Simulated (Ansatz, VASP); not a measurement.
**Os: VASP beside Ansatz**

File INCAR:

```
SYSTEM = Os
ALGO = Normal
EDIFF = 1E-6
EDIFFG = -0.005
ENCUT = 600
GGA = PE
IBRION = 2
ISIF = 3
ISMEAR = -1
LASPH = .True.
LCHARG = .False.
LREAL = .False.
LWAVE = .False.
NELM = 100
NSW = 80
PREC = Accurate
SIGMA = 0.05
```

File KPOINTS:

```
k-points
0
Gamma
  11 11 6
  0 0 0
```

POSCAR

```
Os
1.0
    2.7341000000      0.0000000000      0.0000000000
   -1.3670500000      2.3678000565      0.0000000000
    0.0000000000      0.0000000000      4.3197000000
Os
2
Direct
    0.6666666667      0.3333333333      0.7500000000
    0.3333333333      0.6666666667      0.2500000000
```

Contents of input.yaml:

```yaml
crystal:
  lattice:
    - [2.7341, 0.0, 0.0]
    - [-1.36705, 2.3678000565, 0.0]
    - [0.0, 0.0, 4.3197]
  atoms:
    - { symbol: Os, position: [0.6666666667, 0.3333333333, 0.75] }
    - { symbol: Os, position: [0.3333333333, 0.6666666667, 0.25] }
kpoints:
  mp_grid: { grid: [11, 11, 6] }
scf:
  occupations: { method: fermi_dirac, width: 0.05 }
hamiltonian:
  xc: pbe
  pseudopotentials: { kind: all_electron, lapw: { basis_error: 0.001 } }
output:
  forces: true
  stress: true
relax:
  f_tol: 0.005
  max_steps: 60
  cell: {}
```

Alike in both runs: task relaxation of cell and atoms; functional PBE; k mesh 11 × 11 × 6; occupations fermi-dirac, width 0.05 eV; no spin polarisation.

|  | VASP | Ansatz |
| --- | --- | --- |
| version | VASP 6.6.1 | Ansatz 0.2.0 |
| potentials or method | VASP PAW PBE potentials, release 64 (Os), cutoff 600 eV | all-electron LAPW, scalar-relativistic |

|  | VASP | Ansatz | Ansatz less VASP |
| --- | --- | --- | --- |
| relaxed volume (Å³/atom) | 14.28 | 14.28 | +0.002 |
| relaxed length of the cell vector where the two differ most in proportion (Å) | 4.348 | 4.349 | +0.0009 |

Ansatz ran all-electron here, and VASP with PAW potentials.

Spin-orbit coupling is off throughout.
